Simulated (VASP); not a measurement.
Input of a VASP 6.6.1 run:

Contents of INCAR:

```
ALGO     = Normal         # electronic algorithm
EDIFF    = 1E-6           # SCF threshold, eV
ENCUT    = 520            # plane-wave cutoff, eV
GGA      = PE             # functional
ISIF     = 2              # what is computed and relaxed
ISMEAR   = 0              # smearing method
LASPH    = True           # aspherical terms in the spheres
LCHARG   = False          # write CHGCAR
LREAL    = False          # projectors in reciprocal space
LWAVE    = False          # write WAVECAR
NBANDS   = 26             # bands
NELM     = 80             # most SCF steps
PREC     = Accurate       # precision mode
SIGMA    = 0.1            # smearing width, eV
```

The input KPOINTS:

```
k-points
0
Gamma
  4 3 4
```

POSCAR

```
LiMg12
1.0
    6.4200000000      0.0000000000      0.0000000000
   -4.8150000000      8.3398250000      0.0000000000
    0.0000000000      0.0000000000      5.2130400000
Mg Li
12 1
Direct
    0.1588020703      0.0726324593     -0.0165786182
    0.1823022728      0.2459419712      0.4850275463
   -0.0443303687      0.2874261750     -0.0119279729
    0.1177431584      0.5386882818      0.5012148382
    0.0268565979      0.6694663257     -0.0023989841
    0.1584384422      0.8870367184      0.4906478753
    0.5136459813     -0.0300653791     -0.0063210718
    0.6328361229      0.2080716322      0.4929432730
    0.5752660013      0.3681721139     -0.0047609456
    0.6644327174      0.5736052015      0.4993631355
    0.3880486556      0.5824517901      0.0059508463
    0.6747692180      0.8960418234      0.4932095284
    0.7873401356      0.8154865360      0.9927153830
```

Potentials or basis: VASP PAW PBE potentials, release 64 (Mg, Li_sv).

Launch:

```console
$ cat potpaw_PBE.64/Mg/POTCAR potpaw_PBE.64/Li_sv/POTCAR > POTCAR
$ mpirun -np 1 vasp_std > vasp.out
```

Task: Predict the largest force.

Result: 0.012 eV/Å.

Task: What does it give for the band gap on the k mesh?

Result: Zero (an odd number of electrons rules out a gap without spin polarisation).

Forces in eV/Å, atoms in the order of the input:
```
Mg   0.009  0.001  0.007
Mg   0.001  0.002  0.003
Mg  -0.007  0.002  0.003
Mg   0.001 -0.001 -0.002
Mg   0.000 -0.002  0.000
Mg  -0.003 -0.002  0.001
Mg  -0.004  0.000 -0.005
Mg  -0.001  0.001  0.001
Mg   0.004  0.005  0.000
Mg   0.001  0.003  0.000
Mg  -0.002 -0.010 -0.002
Mg   0.000 -0.003  0.001
Li   0.001  0.004 -0.006
```
